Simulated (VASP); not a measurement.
# BaNaAlS3 (Pnma) in VASP: electric field gradients with PBE

Aim: the electric field gradients of BaNaAlS3 with PBE.

All numbers are computed with VASP 6.6.1; they aren't measurements. Logs are shortened: lines on timing, memory, paths and dates and some standing lists are left out, and cuts for length are marked.

### Step 1. The cell of the first run

The structure is orthorhombic, space group Pnma (No. 62). The conventional cell has a = 19.595 Å, b = 8.838 Å, c = 6.875 Å, α = 90.00°, β = 90.00°, γ = 90.00°. Within 3.9 Å of Na (site symmetry -1) lie 6 S at 2.88 to 3.10 Å and 2 Al at 3.55 Å and 2 Na at 3.59 Å and 2 Ba at 3.81 Å. Na (site symmetry m) has 7 S at 2.72 to 3.60 Å and 2 Na at 3.59 Å and 1 Al at 3.80 Å within 3.8 Å. Ba (site symmetry 1) has 10 S at 3.17 to 5.07 Å and 5 Al at 3.66 to 4.76 Å and 4 Na at 3.81 to 4.85 Å and 4 Ba at 4.25 to 4.70 Å within 5.1 Å. Al (site symmetry m) has 4 S at 2.20 to 2.26 Å within 2.9 Å. Al (site symmetry m) has 4 S at 2.21 to 2.33 Å within 2.9 Å. S (site symmetry 1) has 2 Al at 2.26 to 2.33 Å and 2 Na at 2.72 to 2.88 Å within 3.0 Å. Within 2.9 Å of S (site symmetry m) lie 1 Al at 2.20 Å. S (site symmetry m) has 1 Al at 2.22 Å within 2.9 Å.

### Step 2. Electric field gradients, PBE

Contents of INCAR:

```
ALGO = Normal
EDIFF = 1E-8
ENCUT = 520
GGA = PE
ISIF = 2
ISMEAR = -1
LASPH = True
LCHARG = False
LEFG = True
LREAL = Auto
LUSENCCL = False
LWAVE = False
NBANDS = 182
NELM = 80
PREC = Accurate
SIGMA = 0.02
```

Contents of KPOINTS:

```
k-points
0
Gamma
  2 3 4
```

Contents of POSCAR:

```
BaNaAlS3
1.0
   19.5950000000      0.0000000000      0.0000000000
    0.0000000000      8.8375000000      0.0000000000
    0.0000000000      0.0000000000      6.8748000000
Na Ba Al S
8 8 8 24
Direct
    0.5000000000      0.0000000000      0.0000000000
    0.0000000000      0.0000000000      0.5000000000
    0.0000000000      0.5000000000      0.5000000000
    0.5000000000      0.5000000000      0.0000000000
    0.3901100000      0.7500000000      0.7318000000
    0.1098900000      0.2500000000      0.2318000000
    0.8901100000      0.7500000000      0.7682000000
    0.6098900000      0.2500000000      0.2682000000
    0.3318250000      0.0098000000      0.2772400000
    0.1681750000      0.9902000000      0.7772400000
    0.8318250000      0.4902000000      0.2227600000
    0.6681750000      0.5098000000      0.7227600000
    0.6681750000      0.9902000000      0.7227600000
    0.8318250000      0.0098000000      0.2227600000
    0.1681750000      0.5098000000      0.7772400000
    0.3318250000      0.4902000000      0.2772400000
    0.1865900000      0.7500000000      0.2600000000
    0.3134100000      0.2500000000      0.7600000000
    0.6865900000      0.7500000000      0.2400000000
    0.8134100000      0.2500000000      0.7400000000
    0.4587500000      0.2500000000      0.6137000000
    0.0412500000      0.7500000000      0.1137000000
    0.9587500000      0.2500000000      0.8863000000
    0.5412500000      0.7500000000      0.3863000000
    0.3892600000      0.0580800000      0.7346000000
    0.1107400000      0.9419200000      0.2346000000
    0.8892600000      0.4419200000      0.7654000000
    0.6107400000      0.5580800000      0.2654000000
    0.6107400000      0.9419200000      0.2654000000
    0.8892600000      0.0580800000      0.7654000000
    0.1107400000      0.5580800000      0.2346000000
    0.3892600000      0.4419200000      0.7346000000
    0.2500800000      0.7500000000      0.5233400000
    0.2499200000      0.2500000000      0.0233400000
    0.7500800000      0.7500000000      0.9766600000
    0.7499200000      0.2500000000      0.4766600000
    0.4550600000      0.2500000000      0.2903400000
    0.0449400000      0.7500000000      0.7903400000
    0.9550600000      0.2500000000      0.2096600000
    0.5449400000      0.7500000000      0.7096600000
    0.2588700000      0.7500000000      0.0134000000
    0.2411300000      0.2500000000      0.5134000000
    0.7588700000      0.7500000000      0.4866000000
    0.7411300000      0.2500000000      0.9866000000
    0.4420000000      0.7500000000      0.2346000000
    0.0580000000      0.2500000000      0.7346000000
    0.9420000000      0.7500000000      0.2654000000
    0.5580000000      0.2500000000      0.7654000000
```

Potentials or basis: VASP PAW PBE potentials, release 64 (Na_pv, Ba_sv, Al, S).

The run is started by

```bash
> cat potpaw_PBE.64/Na_pv/POTCAR potpaw_PBE.64/Ba_sv/POTCAR potpaw_PBE.64/Al/POTCAR potpaw_PBE.64/S/POTCAR > POTCAR
> mpirun -np 1 vasp_std > vasp.out
```

OUTCAR:

```text
EDIFF = 1E-8
   ENCUT = 520
   GGA = PE
   ISIF = 2
   ISMEAR = -1
   LASPH = True
   LREAL = Auto
   NELM = 80
   PREC = Accurate

 ion  position               nearest neighbor table
   1  0.500  0.000  0.000-
   2  0.000  0.000  0.500-
   3  0.000  0.500  0.500-
   4  0.500  0.500  0.000-
   5  0.390  0.750  0.732-  25 2.72  32 2.72
   6  0.110  0.250  0.232-  26 2.72  31 2.72
   7  0.890  0.750  0.768-  27 2.72  30 2.72
   8  0.610  0.250  0.268-  28 2.72  29 2.72
   9  0.332  0.010  0.277-  45 3.17  34 3.18  42 3.21  37 3.22  41 3.26  33 3.27  25 3.37  17 3.66
                            18 3.96  21 4.01  16 4.25  16 4.59  10 4.70  10 4.70
  10  0.168  0.990  0.777-  46 3.17  33 3.18  41 3.21  38 3.22  42 3.26  34 3.27  26 3.37  18 3.66
                            17 3.96  22 4.01  15 4.25  15 4.59   9 4.70   9 4.70
  11  0.832  0.490  0.223-  47 3.17  36 3.18  44 3.21  39 3.22  43 3.26  35 3.27  27 3.37  19 3.66
                            20 3.96  23 4.01  14 4.25  14 4.59  12 4.70  12 4.70
  12  0.668  0.510  0.723-  48 3.17  35 3.18  43 3.21  40 3.22  44 3.26  36 3.27  28 3.37  20 3.66
                            19 3.96  24 4.01  13 4.25  13 4.59  11 4.70  11 4.70
  13  0.668  0.990  0.723-  48 3.17  35 3.18  43 3.21  40 3.22  44 3.26  36 3.27  29 3.37  20 3.66
[... 29 lines left out ...]
  35  0.750  0.750  0.977-  19 2.20  13 3.18  12 3.18  14 3.27  11 3.27
  36  0.750  0.250  0.477-  20 2.20  14 3.18  11 3.18  12 3.27  13 3.27
  37  0.455  0.250  0.290-  21 2.22  16 3.22   9 3.22
  38  0.045  0.750  0.790-  22 2.22  15 3.22  10 3.22
  39  0.955  0.250  0.210-  23 2.22  14 3.22  11 3.22
  40  0.545  0.750  0.710-  24 2.22  13 3.22  12 3.22
  41  0.259  0.750  0.013-  17 2.21  15 3.21  10 3.21  16 3.26   9 3.26
  42  0.241  0.250  0.513-  18 2.21  16 3.21   9 3.21  10 3.26  15 3.26
  43  0.759  0.750  0.487-  19 2.21  13 3.21  12 3.21  14 3.26  11 3.26
  44  0.741  0.250  0.987-  20 2.21  14 3.21  11 3.21  12 3.26  13 3.26
  45  0.442  0.750  0.235-  24 2.21  16 3.17   9 3.17
  46  0.058  0.250  0.735-  23 2.21  15 3.17  10 3.17
  47  0.942  0.750  0.265-  22 2.21  14 3.17  11 3.17
  48  0.558  0.250  0.765-  21 2.21  13 3.17  12 3.17

  LATTYP: Found a simple orthorhombic cell.
 ALAT       =     6.8748000000
 B/A-ratio  =     1.2854919416
 C/A-ratio  =     2.8502647350

  Lattice vectors:

 A1 = (   0.0000000000,   0.0000000000,  -6.8748000000)
 A2 = (   0.0000000000,   8.8375000000,   0.0000000000)
[... 2272 lines left out ...]
  Direction    XX          YY          ZZ          XY          YZ          ZX
  --------------------------------------------------------------------------------------
  -------------------------------------------------------------------------------------
  Total       11.6485024     11.8202480     11.5987966      0.0000000      0.0000000      0.0000000
  in kB       15.6763847     15.9075175     15.6094913      0.0000000      0.0000000      0.0000000
  external PRESSURE =      15.7311312 kB  Pullay stress =       0.0000000 kB

 VOLUME and BASIS-vectors are now :
 -----------------------------------------------------------------------------
  energy-cutoff  :      520.00
  volume of cell :     1190.51
      direct lattice vectors                 reciprocal lattice vectors
    19.595000000  0.000000000  0.000000000     0.051033427  0.000000000  0.000000000
     0.000000000  8.837500000  0.000000000     0.000000000  0.113154173  0.000000000
     0.000000000  0.000000000  6.874800000     0.000000000  0.000000000  0.145458777

 POSITION                                       TOTAL-FORCE (eV/Angst)
 -----------------------------------------------------------------------------------
      9.79750      0.00000      0.00000         0.000000     -0.000000      0.000000
      0.00000      0.00000      3.43740         0.000000     -0.000000      0.000000
      0.00000      4.41875      3.43740         0.000000     -0.000000      0.000000
      9.79750      4.41875      0.00000         0.000000     -0.000000      0.000000
      7.64421      6.62813      5.03098         0.014969     -0.000000     -0.017229
      2.15329      2.20938      1.59358        -0.014969     -0.000000     -0.017229
[... 40 lines left out ...]
     18.45849      6.62813      1.82457        -0.106327     -0.000000      0.138625
     10.93401      2.20938      5.26197         0.106327     -0.000000      0.138625
 -----------------------------------------------------------------------------------
    total drift:                                0.000000      0.000000     -0.000000

  FREE ENERGIE OF THE ION-ELECTRON SYSTEM (eV)
  ---------------------------------------------------
  free  energy   TOTEN  =      -228.4321871502 eV

  energy  without entropy=     -228.4321871502  energy(sigma->0) =     -228.43218715

 Electric field gradients (V/A^2)
---------------------------------------------------------------------
 ion       V_xx      V_yy      V_zz      V_xy      V_xz      V_yz
---------------------------------------------------------------------
   1       3.070    -1.644    -1.426    -0.679    -2.849     4.645
   2       3.070    -1.644    -1.426    -0.679     2.849    -4.645
   3       3.070    -1.644    -1.426     0.679     2.849     4.645
   4       3.070    -1.644    -1.426     0.679    -2.849    -4.645
   5       0.707   -12.035    11.328     0.000     0.319     0.000
   6       0.707   -12.035    11.328     0.000    -0.319     0.000
[... 40 lines left out ...]
  47      25.638   -24.892    -0.746     0.000   -34.217    -0.000
  48      25.638   -24.892    -0.746     0.000    34.217     0.000
---------------------------------------------------------------------

 Electric field gradients after diagonalization (V/A^2)
 (convention: |V_zz| > |V_xx| > |V_yy|)
----------------------------------------------------------------------
 ion       V_xx      V_yy      V_zz     asymmetry (V_yy - V_xx)/ V_zz
----------------------------------------------------------------------
   1       5.700     0.738    -6.437       0.771
   2       5.700     0.738    -6.437       0.771
   3       5.700     0.738    -6.437       0.771
   4       5.700     0.738    -6.437       0.771
   5      11.338     0.697   -12.035       0.884
   6      11.338     0.697   -12.035       0.884
[... 40 lines left out ...]
  47     -24.892   -24.226    49.118       0.014
  48     -24.892   -24.226    49.118       0.014
----------------------------------------------------------------------

           NMR quadrupolar parameters

 Cq : quadrupolar parameter    Cq=e*Q*V_zz/h
 eta: asymmetry parameters     (V_yy - V_xx)/ V_zz
 Q  : nuclear electric quadrupole moment in mb (millibarn)
----------------------------------------------------------------------
 ion       Cq(MHz)       eta       Q (mb)
----------------------------------------------------------------------
   1      -0.016       0.771       1.000
   2      -0.016       0.771       1.000
   3      -0.016       0.771       1.000
   4      -0.016       0.771       1.000
   5      -0.029       0.884       1.000
   6      -0.029       0.884       1.000
[... 40 lines left out ...]
  47       0.119       0.014       1.000
  48       0.119       0.014       1.000
----------------------------------------------------------------------
```

It took 5.6 min on 1 × NVIDIA H100 80GB with 1 thread of AMD EPYC 7R13 (Zen 3), shared host; peak memory 2.8 GiB.

Results:

```yaml
Free_energy: -228.4322 eV
Pressure: 1.6 GPa
Largest_force: 0.266 eV/Å
Band_gap_on_the_k_mesh: 2.70 eV
Largest_electric_field_gradient_by_atom: Na -6.4, -12.0 (each value once); Ba -70.1; Al +14.9, -25.0 (each value once); S -45.6, +38.6, +52.1, +38.2, +49.1 (each value once) V/Å²
```

Forces in eV/Å, atoms in the order of the input:
```
Na   0.000  0.000  0.000
Na   0.000  0.000  0.000
Na   0.000  0.000  0.000
Na   0.000  0.000  0.000
Na   0.015  0.000 -0.017
Na  -0.015  0.000 -0.017
Na   0.015  0.000  0.017
Na  -0.015  0.000  0.017
Ba   0.007  0.010  0.016
Ba  -0.007 -0.010  0.016
Ba   0.007 -0.010 -0.016
Ba  -0.007  0.010 -0.016
Ba  -0.007 -0.010 -0.016
Ba   0.007  0.010 -0.016
Ba  -0.007  0.010  0.016
Ba   0.007 -0.010  0.016
Al  -0.041  0.000  0.021
Al   0.041  0.000  0.021
Al  -0.041  0.000 -0.021
Al   0.041  0.000 -0.021
Al  -0.051  0.000 -0.042
Al   0.051  0.000 -0.042
Al  -0.051  0.000  0.042
Al   0.051  0.000  0.042
S    0.061 -0.185  0.034
S   -0.061  0.185  0.034
S    0.061  0.185 -0.034
S   -0.061 -0.185 -0.034
S   -0.061  0.185 -0.034
S    0.061 -0.185 -0.034
S   -0.061 -0.185  0.034
S    0.061  0.185  0.034
S    0.133  0.000  0.183
S   -0.133  0.000  0.183
S    0.133  0.000 -0.183
S   -0.133  0.000 -0.183
S    0.096  0.000 -0.191
S   -0.096  0.000 -0.191
S    0.096  0.000  0.191
S   -0.096  0.000  0.191
S    0.180  0.000 -0.196
S   -0.180  0.000 -0.196
S    0.180  0.000  0.196
S   -0.180  0.000  0.196
S   -0.106  0.000 -0.139
S    0.106  0.000 -0.139
S   -0.106  0.000  0.139
S    0.106  0.000  0.139
```

Electric field gradients, principal values (V/Å²):
| atom | least | middle | greatest (by size) |
| --- | --- | --- | --- |
| 1 Na | 0.738 | 5.700 | -6.437 |
| 2 Na | 0.738 | 5.700 | -6.437 |
| 3 Na | 0.738 | 5.700 | -6.437 |
| 4 Na | 0.738 | 5.700 | -6.437 |
| 5 Na | 0.697 | 11.338 | -12.035 |
| 6 Na | 0.697 | 11.338 | -12.035 |
| 7 Na | 0.697 | 11.338 | -12.035 |
| 8 Na | 0.697 | 11.338 | -12.035 |
| 9 Ba | 1.448 | 68.685 | -70.133 |
| 10 Ba | 1.448 | 68.685 | -70.133 |
| 11 Ba | 1.448 | 68.685 | -70.133 |
| 12 Ba | 1.448 | 68.685 | -70.133 |
| 13 Ba | 1.448 | 68.685 | -70.133 |
| 14 Ba | 1.448 | 68.685 | -70.133 |
| 15 Ba | 1.448 | 68.685 | -70.133 |
| 16 Ba | 1.448 | 68.685 | -70.133 |
| 17 Al | -4.233 | -10.712 | 14.945 |
| 18 Al | -4.233 | -10.712 | 14.945 |
| 19 Al | -4.233 | -10.712 | 14.945 |
| 20 Al | -4.233 | -10.712 | 14.945 |
| 21 Al | 1.600 | 23.357 | -24.958 |
| 22 Al | 1.600 | 23.357 | -24.958 |
| 23 Al | 1.600 | 23.357 | -24.958 |
| 24 Al | 1.600 | 23.357 | -24.958 |
| 25 S | 14.195 | 31.417 | -45.612 |
| 26 S | 14.195 | 31.417 | -45.612 |
| 27 S | 14.195 | 31.417 | -45.612 |
| 28 S | 14.195 | 31.417 | -45.612 |
| 29 S | 14.195 | 31.417 | -45.612 |
| 30 S | 14.195 | 31.417 | -45.612 |
| 31 S | 14.195 | 31.417 | -45.612 |
| 32 S | 14.195 | 31.417 | -45.612 |
| 33 S | -8.704 | -29.908 | 38.612 |
| 34 S | -8.704 | -29.908 | 38.612 |
| 35 S | -8.704 | -29.908 | 38.612 |
| 36 S | -8.704 | -29.908 | 38.612 |
| 37 S | -22.768 | -29.315 | 52.083 |
| 38 S | -22.768 | -29.315 | 52.083 |
| 39 S | -22.768 | -29.315 | 52.083 |
| 40 S | -22.768 | -29.315 | 52.083 |
| 41 S | -7.505 | -30.745 | 38.249 |
| 42 S | -7.505 | -30.745 | 38.249 |
| 43 S | -7.505 | -30.745 | 38.249 |
| 44 S | -7.505 | -30.745 | 38.249 |
| 45 S | -24.226 | -24.892 | 49.118 |
| 46 S | -24.226 | -24.892 | 49.118 |
| 47 S | -24.226 | -24.892 | 49.118 |
| 48 S | -24.226 | -24.892 | 49.118 |

Caveat: without QUAD_EFG the Cq values of the log hold for a quadrupole moment of 1 mb, not for the nuclei; spin-orbit coupling is left out, which moves the levels of the heavy elements. A k mesh can miss the band edges.
